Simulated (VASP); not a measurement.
Write the native input for VASP 6.6.1 that does the following.

| Quantity | Value |
| --- | --- |
| Task | single point |
| Functional | PBE |
| Potentials or basis | VASP PAW PBE potentials, release 64 (K_sv, Cl) |
| Cutoff | 520 eV |
| k mesh | 7 × 7 × 7 |
| Occupations | fermi-dirac, width 0.03 eV |
| Spin | no spin polarisation |
| Dipole correction | no |
| Further INCAR settings | ALGO = Normal; EDIFF = 1e-06; NBANDS = 15 |

The structure of KCl lies in POSCAR:

```
KCl
1.0
    0.0000000000      3.1561000000      3.0614170000
    3.1561000000      0.0000000000      3.0614170000
    3.1561000000      3.1561000000      0.0000000000
K Cl
1 1
Direct
    0.0000000000      0.0000000000      0.0000000000
    0.5000000000      0.5000000000      0.5000000000
```

This cell differs from its parent crystal: zz strain of -3 %.

The input as run:

INCAR

```
SYSTEM = KCl
PREC     = Accurate       ! precision mode
ENCUT    = 520            ! plane-wave cutoff, eV
EDIFF    = 1E-6           ! SCF threshold, eV
ISMEAR   = -1             ! smearing method
SIGMA    = 0.03           ! smearing width, eV
LREAL    = .False.        ! projectors in reciprocal space
LASPH    = .True.         ! aspherical terms in the spheres
NELM     = 80             ! most SCF steps
ALGO     = Normal         ! electronic algorithm
ISIF     = 2              ! what is computed and relaxed
LWAVE    = .False.        ! write WAVECAR
LCHARG   = .False.        ! write CHGCAR
GGA      = PE             ! functional
NBANDS   = 15             ! bands
```

KPOINTS

```
regular mesh
0
Gamma
  7 7 7
  0 0 0
```

Potentials or basis: VASP PAW PBE potentials, release 64 (K_sv, Cl).

The run is started by

```console
$ cat potpaw_PBE.64/K_sv/POTCAR potpaw_PBE.64/Cl/POTCAR > POTCAR
$ mpirun -np 1 vasp_std > vasp.out
```

Results of the run:

The pressure is 1.3 GPa. The band gap on the k mesh is 5.24 eV, direct.

Caveat: the cell differs from its parent crystal (zz strain of -3 %).

Run time: 22 s on 1 thread of Intel(R) Xeon(R) 6975P-C (Granite Rapids) (shared host), peak memory 0.21 GiB.
